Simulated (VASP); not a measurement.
A run of VASP 6.6.1:

Contents of INCAR:

```
PREC     = Accurate       # precision mode
ENCUT    = 520            # plane-wave cutoff, eV
EDIFF    = 1E-7           # SCF threshold, eV
ISMEAR   = 1              # smearing method
SIGMA    = 0.05           # smearing width, eV
LREAL    = F              # projectors in reciprocal space
LASPH    = T              # aspherical terms in the spheres
NELM     = 100            # most SCF steps
ALGO     = Normal         # electronic algorithm
ISIF     = 2              # what is computed and relaxed
LWAVE    = F              # write WAVECAR
LCHARG   = T              # write CHGCAR
GGA      = PS             # functional
LELF     = T              # ELF
LVHAR    = T            
NBANDS   = 8              # bands
```

KPOINTS

```
Automatic mesh
0
Gamma
  13 13 16
```

File POSCAR:

```
Sb
1.0
   -1.5948718800      1.5512544700      2.7276667100
    1.5472171300     -1.5649253900      2.7079107700
    1.6154168300      1.5854703400     -2.7356140700
Sb
1
Direct
    0.0000000000      0.0000000000      0.0000000000
```

Potentials or basis: VASP PAW PBE potentials, release 64 (Sb).

Launch:

```console
$ cat potpaw_PBE.64/Sb/POTCAR > POTCAR
$ mpirun -np 1 vasp_std > vasp.out
```

Hardware: 1 thread of Intel(R) Xeon(R) Platinum 8259CL CPU @ 2.50GHz (Skylake/Cascade Lake) (shared host).

Problem. How long does it take, and how much memory?

Solution. It took 3.4 min on 1 thread of Intel(R) Xeon(R) Platinum 8259CL CPU @ 2.50GHz (Skylake/Cascade Lake) (shared host), peak memory 0.4 GiB. Counts: scf iterations 9, k points 1353.
